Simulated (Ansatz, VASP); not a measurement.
**B: VASP beside Ansatz**

File INCAR:

```
PREC = Accurate ; ENCUT = 520
EDIFF = 1E-8 ; ISMEAR = -1
SIGMA = 0.08 ; LREAL = F
LASPH = T ; NELM = 100
ALGO = Normal ; ISIF = 2
LWAVE = F ; LCHARG = F
GGA = PE ; LEFG = T
NBANDS = 8
```

File KPOINTS:

```
regular mesh
0
Gamma
  18 18 18
```

Contents of POSCAR:

```
B
1.0
   -1.1614417766      1.1614417766      1.1614417766
    1.1614417766     -1.1614417766      1.1614417766
    1.1614417766      1.1614417766     -1.1614417766
B
1
Direct
    0.0000000000      0.0000000000      0.0000000000
```

Input for Ansatz:

```yaml
crystal:
  lattice:
    - [-1.1614417766, 1.1614417766, 1.1614417766]
    - [1.1614417766, -1.1614417766, 1.1614417766]
    - [1.1614417766, 1.1614417766, -1.1614417766]
  atoms:
    - { symbol: B, position: [0.0, 0.0, 0.0] }
kpoints:
  mp_grid: { grid: [18, 18, 18] }
scf:
  occupations: { method: fermi_dirac, width: 0.08 }
hamiltonian:
  xc: pbe
  pseudopotentials: { kind: paw }
output:
  forces: true
  stress: true
  eigenvalues: true
  efg: { contact_densities: true }
  write_density: true
  write_potential: true
  elf: true
  volumetric_format: npy
```

Change from the starting cell: volume scaled by 1.02, PAW files.

Alike in both runs: task electric field gradients; functional PBE; k mesh 18 × 18 × 18; occupations fermi-dirac, width 0.08 eV; no spin polarisation.

|  | VASP | Ansatz |
| --- | --- | --- |
| version | VASP 6.6.1 | Ansatz 0.2.0 |
| potentials or method | VASP PAW PBE potentials, release 64 (B) | PAW with Ansatz's default frozen-core files, scalar-relativistic |
| plane-wave cutoff (eV) | 520 | 420 |
| valence electrons in the cell | 3 | 3 |

|  | VASP | Ansatz | Ansatz less VASP |
| --- | --- | --- | --- |
| pressure (GPa) | -4.5 | -4.3 | +0.13 |
